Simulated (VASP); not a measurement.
# Au in VASP: notebook, part 2 of 2

VASP 6.6.1.

## (3) Single point, PBEsol (strain +0.050 along x and y, +0.025 along z)

INCAR

```
PREC     = Accurate       # precision mode
ENCUT    = 520            # plane-wave cutoff, eV
EDIFF    = 1E-7           # SCF threshold, eV
ISMEAR   = 0              # smearing method
SIGMA    = 0.15           # smearing width, eV
LREAL    = F              # projectors in reciprocal space
LASPH    = T              # aspherical terms in the spheres
NELM     = 60             # most SCF steps
ALGO     = Fast           # electronic algorithm
ISIF     = 2              # what is computed and relaxed
LWAVE    = F              # write WAVECAR
LCHARG   = F              # write CHGCAR
GGA      = PS             # functional
NBANDS   = 12             # bands
```

KPOINTS

```
Automatic mesh
0
Gamma
  20 20 20
```

POSCAR

```
Au
1.0
    0.0000000000      2.1477750000      2.0966375000
    2.1477750000      0.0000000000      2.0966375000
    2.1477750000      2.1477750000      0.0000000000
Au
1
Direct
    0.0000000000      0.0000000000      0.0000000000
```

Potentials or basis: VASP PAW PBE potentials, release 64 (Au).

On the command line:

```console
> cat potpaw_PBE.64/Au/POTCAR > POTCAR
> mpirun -np 1 vasp_std > vasp.out
```

OUTCAR:

```text
PREC = Accurate
   ENCUT = 520
   EDIFF = 1E-7
   ISMEAR = 0
   LREAL = F
   LASPH = T
   NELM = 60
   ISIF = 2
   GGA = PS

 ion  position               nearest neighbor table
   1  0.000  0.000  0.000-

  LATTYP: Found a body centered tetragonal cell.
 ALAT       =     3.0374125339
 C/A-ratio  =     1.3805418109

  Lattice vectors:

 A1 = (   0.0000000000,  -2.1477750000,  -2.0966375000)
 A2 = (   0.0000000000,   2.1477750000,  -2.0966375000)
 A3 = (   2.1477750000,   0.0000000000,   2.0966375000)

Analysis of symmetry for initial positions (statically):
=====================================================================
 Subroutine PRICEL returns:
 Original cell was already a primitive cell.

 Routine SETGRP: Setting up the symmetry group for a
 body centered tetragonal supercell.

 Subroutine GETGRP returns: Found 16 space group operations
 (whereof 16 operations were pure point group operations)
 out of a pool of 16 trial point group operations.

The static configuration has the point symmetry D_4h.

Analysis of symmetry for dynamics (positions and initial velocities):
=====================================================================
 Subroutine PRICEL returns:
 Original cell was already a primitive cell.

 Routine SETGRP: Setting up the symmetry group for a
 body centered tetragonal supercell.

 Subroutine GETGRP returns: Found 16 space group operations
 (whereof 16 operations were pure point group operations)
 out of a pool of 16 trial point group operations.

The dynamic configuration has the point symmetry D_4h.

 Subroutine INISYM returns: Found 16 space group operations
 (whereof 16 operations are pure point group operations),
 and found     1 'primitive' translations

----------------------------------------------------------------------------------------

                                     Primitive cell

  volume of cell :      19.3433

  direct lattice vectors                    reciprocal lattice vectors
     0.000000000  2.147775000  2.096637500    -0.232799059  0.232799059  0.238477085
     2.147775000  0.000000000  2.096637500     0.232799059 -0.232799059  0.238477085
     2.147775000  2.147775000  0.000000000     0.232799059  0.232799059 -0.238477085

  length of vectors
     3.001470682  3.001470682  3.037412534     0.406524445  0.406524445  0.406524445

  position of ions in fractional coordinates (direct lattice)
     0.000000000  0.000000000  0.000000000

  ion indices of the primitive-cell ions
   primitive index   ion index
                 1           1

----------------------------------------------------------------------------------------

 KPOINTS: Automatic mesh

Automatic generation of k-mesh.
 Grid dimensions read from file:
 generate k-points for:   20   20   20

 Generating k-lattice:

  Cartesian coordinates                     Fractional coordinates (reciprocal lattice)
    -0.011639953  0.011639953  0.011923854     0.050000000  0.000000000  0.000000000
     0.011639953 -0.011639953  0.011923854     0.000000000  0.050000000  0.000000000
     0.011639953  0.011639953 -0.011923854     0.000000000  0.000000000  0.050000000

  Length of vectors
     0.020326222  0.020326222  0.020326222

  Shift w.r.t. Gamma in fractional coordinates (k-lattice)
     0.000000000  0.000000000  0.000000000

 Subroutine IBZKPT returns following result:
 ===========================================

 Found    641 irreducible k-points:

 Following reciprocal coordinates:
            Coordinates               Weight
  0.000000  0.000000  0.000000      1.000000
  0.050000  0.000000  0.000000      8.000000
  0.100000 -0.000000  0.000000      8.000000
  0.150000  0.000000  0.000000      8.000000
  0.200000 -0.000000  0.000000      8.000000
  0.250000 -0.000000  0.000000      8.000000
[... 16 lines left out ...]
 -0.400000  0.050000  0.000000      8.000000
 -0.350000  0.050000  0.000000      8.000000
 [... further k-points ...]
   k-points           NKPTS =    641   k-points in BZ     NKDIM =    641   number of bands    NBANDS=     12
   number of dos      NEDOS =    301   number of ions     NIONS =      1
   total plane-waves  NPLWV =  13824
   dimension x,y,z NGX =    24 NGY =   24 NGZ =   24
   dimension x,y,z NGXF=    48 NGYF=   48 NGZF=   48
   ions per type =               1
   NGX,Y,Z   is equivalent  to a cutoff of  13.29, 13.29, 13.14 a.u.
   NGXF,Y,Z  is equivalent  to a cutoff of  26.59, 26.59, 26.27 a.u.
 SYSTEM =  unknown system
   PREC   = accura    normal or accurate (medium, high low for compatibility)
   ISTART =      0    job   : 0-new  1-cont  2-samecut
   ICHARG =      2    charge: 1-file 2-atom 10-const
   ISPIN  =      1    spin polarized calculation?
   LNONCOLLINEAR =      F non collinear calculations
   LSORBIT =      F    spin-orbit coupling
   LASPH  =      T    aspherical Exc in radial PAW
   ENCUT  =  520.0 eV  38.22 Ry    6.18 a.u.   5.58  5.58  5.65*2*pi/ulx,y,z
   NELM   =     60;   NELMIN=  2; NELMDL= -5     # of ELM steps
   EDIFF  = 0.1E-06   stopping-criterion for ELM
   LREAL  =      F    real-space projection
   EDIFFG = 0.1E-05   stopping-criterion for IOM
   NSW    =      0    number of steps for IOM
   IBRION =     -1    ionic relax: 0-MD 1-quasi-New 2-CG
   NFREE  =      0    steps in history (QN), initial steepest desc. (CG)
   ISIF   =      2    stress and relaxation
   ISYM   =      2    0-nonsym 1-usesym 2-fastsym
   POTIM  = 0.5000    time-step for ionic-motion
   TEBEG  =    0.0;   TEEND  =   0.0 temperature during run
   PSTRESS=    0.0 pullay stress
   NELECT =      11.0000    total number of electrons
   NUPDOWN=      -1.0000    fix difference up-down
   EMIN   =  10.00;   EMAX   =-10.00  energy-range for DOS
   EFERMI =   0.00;   METHOD = LEGACY
   ISMEAR =     0;   SIGMA  =   0.15  broadening in eV -4-tet -1-fermi 0-gaus
   EFERMI_NEDOS =   21; number of points for ismear=-14 and -15
   IALGO  =     68    algorithm
   IMIX   =      4    mixing-type and parameters
     AMIX     =   0.40;   BMIX     =  1.00
     AMIX_MAG =   1.60;   BMIX_MAG =  1.00
  volume/ion in A,a.u.               =      19.34       130.54
  Fermi-wavevector in a.u.,A,eV,Ry     =   1.356320  2.563073 25.029322  1.839603
  Thomas-Fermi vector in A             =   2.483333
   LORBIT       =      0    0 simple, 1 ext, 2 COOP (PROOUT), +10 PAW based schemes
   GGA     = PS    functional components
   LHFCALC =     F    Hartree Fock is set to
   AEXX    =    0.0000 exact exchange contribution
   IVDW    =     0    specifies the selected vdW correction
   LEPSILON=     F    determine dielectric tensor
   LRPA    =     F    only Hartree local field effects (RPA)
 non-spin polarized calculation
 RMM-DIIS sequential band-by-band and
 Gauss-broadening in eV      SIGMA  =   0.15
  energy-cutoff  :      520.00
  volume of cell :       19.34
 maximum number of plane-waves:       540
   NGX = 11   NGY = 11   NGZ = 11

 number of electron      10.9999999 magnetization

 Free energy of the ion-electron system (eV)
  ---------------------------------------------------
  ext. energy  EPLUGINS =         0.00000000
  ---------------------------------------------------
  free energy    TOTEN  =        -3.79480762 eV

  energy without entropy =       -3.79190731  energy(sigma->0) =       -3.79335746

 E-fermi :   7.2579     XC(G=0): -12.1460

 val. band max:        7.2240546570   @ k =   0.5000   0.1500   0.3500
 cond. band min:       7.2595748461   @ k =   0.5000   0.0500   0.1500
 fundamental gap:      0.0355201891
 Fermi energy:         7.2578810308

 k-point     1 :       0.0000    0.0000    0.0000
  band No.  band energies     occupation
      1      -1.3448      2.00000
      2       3.1963      2.00000
      3       3.1963      2.00000
      4       3.3698      2.00000
      5       4.3789      2.00000
      6       4.5644      2.00000
      7      21.9032      0.00000
      8      25.0673      0.00000
      9      25.0673      0.00000
     10      25.3441      0.00000
     11      29.6575      0.00000
     12      32.8395      0.00000
[... 331 lines left out ...]
 k-point    24 :      -0.3500    0.0500    0.0000
  band No.  band energies     occupation
      1       1.0340      2.00000
      2       3.2855      2.00000
      3       3.3957      2.00000
      4       4.2672      2.00000
      5       5.0142      2.00000
      6       5.4359      2.00000
      7      13.2812      0.00000
      8      21.8519      0.00000
      9      23.5068      0.00000
     10      24.5683      0.00000
     11      29.1757      0.00000
     12      29.6093      0.00000

 [... further k-points ...]

------------------------ aborting loop because EDIFF is reached ----------------------------------------

  FORCE on cell =-STRESS in cart. coord.  units (eV):
  Direction    XX          YY          ZZ          XY          YZ          ZX
  --------------------------------------------------------------------------------------
  -------------------------------------------------------------------------------------
  Total       -1.8914960     -1.8914960     -1.8424128      0.0000000      0.0000000     -0.0000000
  in kB     -156.6697301   -156.6697301   -152.6042413      0.0000000      0.0000000     -0.0000000
  external PRESSURE =    -155.3145672 kB  Pullay stress =       0.0000000 kB

 VOLUME and BASIS-vectors are now :
 -----------------------------------------------------------------------------
  energy-cutoff  :      520.00
  volume of cell :       19.34
      direct lattice vectors                 reciprocal lattice vectors
     0.000000000  2.147775000  2.096637500    -0.232799059  0.232799059  0.238477085
     2.147775000  0.000000000  2.096637500     0.232799059 -0.232799059  0.238477085
     2.147775000  2.147775000  0.000000000     0.232799059  0.232799059 -0.238477085

 POSITION                                       TOTAL-FORCE (eV/Angst)
 -----------------------------------------------------------------------------------
      0.00000      0.00000      0.00000        -0.000000     -0.000000      0.000000
 -----------------------------------------------------------------------------------
    total drift:                               -0.000000      0.000000      0.000000

  FREE ENERGIE OF THE ION-ELECTRON SYSTEM (eV)
  ---------------------------------------------------
  free  energy   TOTEN  =        -3.7948076197 eV

  energy  without entropy=       -3.7919073093  energy(sigma->0) =       -3.79335746
```

Wall time 3.2 min (1 thread of AMD EPYC 7R43 (Zen 3), shared host); peak memory 0.22 GiB.

What came out:

| Item | Value |
| --- | --- |
| Free energy | -3.7948 eV |
| Pressure | -15.5 GPa |

Levels at points of the mesh, in eV from the Fermi level:
```csv
k point,band 3,band 4,band 5,band 6,band 7,band 8,band 9,band 10
"(0.00, 0.00, 0.00)",-4.06,-3.89,-2.88,-2.69,14.65,17.81,17.81,18.09
"(0.50, 0.00, 0.00)",-3.94,-1.86,-1.78,-0.41,2.48,14.02,15.90,16.47
"(0.50, 0.50, 0.00)",-1.86,-1.56,-1.56,1.60,5.17,9.37,9.37,15.64
"(0.50, 0.00, 0.50)",-1.86,-1.64,-1.51,1.23,4.68,9.77,9.77,16.01
```

Caveat: the cell differs from its parent crystal (strain +0.050 along x and y, +0.025 along z); the PAW data sets were made with another functional, which shifts forces and pressure a little; spin-orbit coupling is left out, which moves the levels of the heavy elements.

## (4) Single point, PBEsol (strain -0.050 along x and y, -0.025 along z)

INCAR

```
SYSTEM = Au
PREC = Accurate
ENCUT = 520
EDIFF = 1E-7
ISMEAR = 0
SIGMA = 0.15
LREAL = .FALSE.
LASPH = .TRUE.
NELM = 80
ALGO = Normal
ISIF = 2
LWAVE = .FALSE.
LCHARG = .FALSE.
GGA = PS
NBANDS = 12
```

KPOINTS

```
Automatic mesh
0
G
  20 20 20
  0 0 0
```

POSCAR

```
Au
1.0
    0.0000000000      1.9432250000      1.9943625000
    1.9432250000      0.0000000000      1.9943625000
    1.9432250000      1.9432250000      0.0000000000
Au
1
Direct
    0.0000000000      0.0000000000      0.0000000000
```

Potentials or basis: VASP PAW PBE potentials, release 64 (Au).

On the command line:

```console
> cat potpaw_PBE.64/Au/POTCAR > POTCAR
> mpirun -np 1 vasp_std > vasp.out
```

OUTCAR:

```text
SYSTEM = Au
   PREC = Accurate
   ENCUT = 520
   EDIFF = 1E-7
   ISMEAR = 0
   LREAL = .FALSE.
   LASPH = .TRUE.
   NELM = 80
   ISIF = 2
   GGA = PS

 ion  position               nearest neighbor table
   1  0.000  0.000  0.000-

  LATTYP: Found a body centered tetragonal cell.
 ALAT       =     2.7481351497
 C/A-ratio  =     1.4514297088

  Lattice vectors:

 A1 = (  -1.9432250000,   0.0000000000,   1.9943625000)
 A2 = (   1.9432250000,   0.0000000000,   1.9943625000)
 A3 = (   0.0000000000,   1.9432250000,  -1.9943625000)

Analysis of symmetry for initial positions (statically):
=====================================================================
 Subroutine PRICEL returns:
 Original cell was already a primitive cell.

 Routine SETGRP: Setting up the symmetry group for a
 body centered tetragonal supercell.

 Subroutine GETGRP returns: Found 16 space group operations
 (whereof 16 operations were pure point group operations)
 out of a pool of 16 trial point group operations.

The static configuration has the point symmetry D_4h.

Analysis of symmetry for dynamics (positions and initial velocities):
=====================================================================
 Subroutine PRICEL returns:
 Original cell was already a primitive cell.

 Routine SETGRP: Setting up the symmetry group for a
 body centered tetragonal supercell.

 Subroutine GETGRP returns: Found 16 space group operations
 (whereof 16 operations were pure point group operations)
 out of a pool of 16 trial point group operations.

The dynamic configuration has the point symmetry D_4h.

 Subroutine INISYM returns: Found 16 space group operations
 (whereof 16 operations are pure point group operations),
 and found     1 'primitive' translations

----------------------------------------------------------------------------------------

                                     Primitive cell

  volume of cell :      15.0619

[... 112 lines left out ...]
   LHFCALC =     F    Hartree Fock is set to
   AEXX    =    0.0000 exact exchange contribution
   IVDW    =     0    specifies the selected vdW correction
   LEPSILON=     F    determine dielectric tensor
   LRPA    =     F    only Hartree local field effects (RPA)
 non-spin polarized calculation
 Gauss-broadening in eV      SIGMA  =   0.15
  energy-cutoff  :      520.00
  volume of cell :       15.06
 maximum number of plane-waves:       420
 NGX is ok and might be reduce to    24
   NGX = 11   NGY = 11   NGZ = 11

 number of electron      11.0000000 magnetization

 Free energy of the ion-electron system (eV)
  ---------------------------------------------------
  ext. energy  EPLUGINS =         0.00000000
  ---------------------------------------------------
  free energy    TOTEN  =        -3.76603664 eV

  energy without entropy =       -3.76291206  energy(sigma->0) =       -3.76447435

 E-fermi :  11.5302     XC(G=0): -13.6266

 val. band max:       11.5280629810   @ k =   0.5000   0.1000   0.2500
 cond. band min:      11.5350285220   @ k =  -0.3000   0.2000   0.1000
 fundamental gap:      0.0069655410
 Fermi energy:        11.5302458493

 k-point     1 :       0.0000    0.0000    0.0000
  band No.  band energies     occupation
      1       0.1768      2.00000
      2       5.8908      2.00000
      3       6.1759      2.00000
      4       6.1759      2.00000
      5       7.8117      2.00000
      6       8.1320      2.00000
      7      25.7492      0.00000
      8      30.0574      0.00000
      9      30.6525      0.00000
     10      30.6525      0.00000
     11      35.7547      0.00000
     12      41.7473      0.00000
[... 331 lines left out ...]
 k-point    24 :      -0.3500    0.0500    0.0000
  band No.  band energies     occupation
      1       2.9661      2.00000
      2       6.0219      2.00000
      3       6.3560      2.00000
      4       7.2419      2.00000
      5       8.7400      2.00000
      6       9.4362      2.00000
      7      18.7943      0.00000
      8      25.9511      0.00000
      9      29.6898      0.00000
     10      31.7127      0.00000
     11      35.7419      0.00000
     12      37.5354      0.00000

 [... further k-points ...]

------------------------ aborting loop because EDIFF is reached ----------------------------------------

  FORCE on cell =-STRESS in cart. coord.  units (eV):
  Direction    XX          YY          ZZ          XY          YZ          ZX
  --------------------------------------------------------------------------------------
  -------------------------------------------------------------------------------------
  Total        2.8472893      2.8472893      2.7236871      0.0000000     -0.0000000     -0.0000000
  in kB      302.8739432    302.8739432    289.7260297      0.0000000     -0.0000000     -0.0000000
  external PRESSURE =     298.4913054 kB  Pullay stress =       0.0000000 kB

 VOLUME and BASIS-vectors are now :
 -----------------------------------------------------------------------------
  energy-cutoff  :      520.00
  volume of cell :       15.06
      direct lattice vectors                 reciprocal lattice vectors
     0.000000000  1.943225000  1.994362500    -0.257304224  0.257304224  0.250706679
     1.943225000  0.000000000  1.994362500     0.257304224 -0.257304224  0.250706679
     1.943225000  1.943225000  0.000000000     0.257304224  0.257304224 -0.250706679

 POSITION                                       TOTAL-FORCE (eV/Angst)
 -----------------------------------------------------------------------------------
      0.00000      0.00000      0.00000         0.000000      0.000000      0.000000
 -----------------------------------------------------------------------------------
    total drift:                               -0.000000     -0.000000     -0.000000

  FREE ENERGIE OF THE ION-ELECTRON SYSTEM (eV)
  ---------------------------------------------------
  free  energy   TOTEN  =        -3.7660366391 eV

  energy  without entropy=       -3.7629120550  energy(sigma->0) =       -3.76447435
```

It took 2.7 min on 1 thread of AMD EPYC 7R43 (Zen 3), shared host; peak memory 0.2 GiB.

Results:

```yaml
Free_energy: -3.7660 eV
Pressure: 29.8 GPa
```

Stress tensor (GPa, compression positive):
```
30.29  0.00  0.00
 0.00 30.29  0.00
 0.00  0.00 28.97
```

Caveat: the cell differs from its parent crystal (strain -0.050 along x and y, -0.025 along z); the PAW data sets were made with another functional, which shifts forces and pressure a little; spin-orbit coupling is left out, which moves the levels of the heavy elements.

## (5) The runs side by side

| cell | gap on the mesh (eV) | pressure (GPa) |
| --- | --- | --- |
| a = 3.037 Å, angles 60.0°, 1 atom | none | -17.2 |
| a = 3.001, b = 3.001, c = 3.037 Å, angles 59.6, 59.6, 60.8°, 1 atom | none | -15.5 |
| a = 2.785, b = 2.785, c = 2.748 Å, angles 60.4, 60.4, 59.1°, 1 atom | none | 29.8 |

Alike in all rows: task single point; level PBEsol; potentials or basis VASP PAW PBE potentials, release 64 (Au); no spin polarisation; k mesh 20 × 20 × 20; cutoff (eV) 520; smearing gaussian 0.15 eV.

Caveats: the PAW data sets were made with another functional, which shifts forces and pressure a little; spin-orbit coupling is left out, which moves the levels of the heavy elements.

Absolute energies hang on the potentials; compare differences alone.
